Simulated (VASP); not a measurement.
SnO: single point with PBE+D3(BJ)

SnO, a slab with vacuum:

```
Sn O
1.0
     3.66782    0.00001    0.00000
    -0.00001    3.66782    0.00000
     0.00000    0.00000   30.63443
Sn O
2 2
Cartesian
  3.6673 3.6673 14.0880
  1.8334 1.8334 16.5464
  3.6673 1.8334 15.3172
  1.8334 3.6673 15.3172
```

This cell differs from its parent crystal: biaxial strain -0.040, then relaxed in part.

| Quantity | Value |
| --- | --- |
| Program | VASP 6.6.1 |
| Task | single point |
| Functional | PBE |
| Dispersion | D3(BJ) |
| Potentials or basis | VASP PAW PBE potentials, release 64 (Sn_d, O) |
| Cutoff | 520 eV |
| k mesh | 6 × 6 × 1 |
| Occupations | gaussian, width 0.02 eV |
| Spin | no spin polarisation |

| Item | Value |
| --- | --- |
| Largest force | 0.095 eV/Å |
| Band gap on the k mesh | 3.14 eV, indirect (least direct gap 3.25 eV) |
| Dispersion energy per atom | -0.148 eV |

Forces on the atoms (eV/Å):
```
Sn   0.000  0.000 -0.095
Sn   0.000  0.000  0.095
O    0.000  0.000  0.000
O    0.000  0.000  0.000
```

Levels at points of the mesh, in eV from the valence-band top:
| k point | band 16 | band 17 | band 18 | band 19 | band 20 | band 21 | band 22 | band 23 | band 24 | band 25 |
| --- | --- | --- | --- | --- | --- | --- | --- | --- | --- | --- |
| (0.00, 0.00, 0.00) | -3.70 | -2.05 | -1.29 | -1.29 | -0.16 | 3.65 | 3.95 | 5.45 | 5.55 | 5.85 |
| (0.50, 0.00, 0.00) | -3.77 | -3.13 | -3.13 | -0.48 | -0.48 | 3.14 | 3.14 | 6.47 | 6.47 | 7.92 |
| (0.50, 0.50, 0.00) | -4.06 | -0.63 | -0.63 | -0.45 | -0.45 | 3.20 | 3.20 | 5.34 | 5.34 | 6.60 |

It took 2 min on 1 thread of Intel(R) Xeon(R) Platinum 8488C (Sapphire Rapids) (shared host), peak memory 0.46 GiB.

Caveat: the cell differs from its parent crystal (biaxial strain -0.040, then relaxed in part); spin-orbit coupling is left out, which moves the levels of the heavy elements.
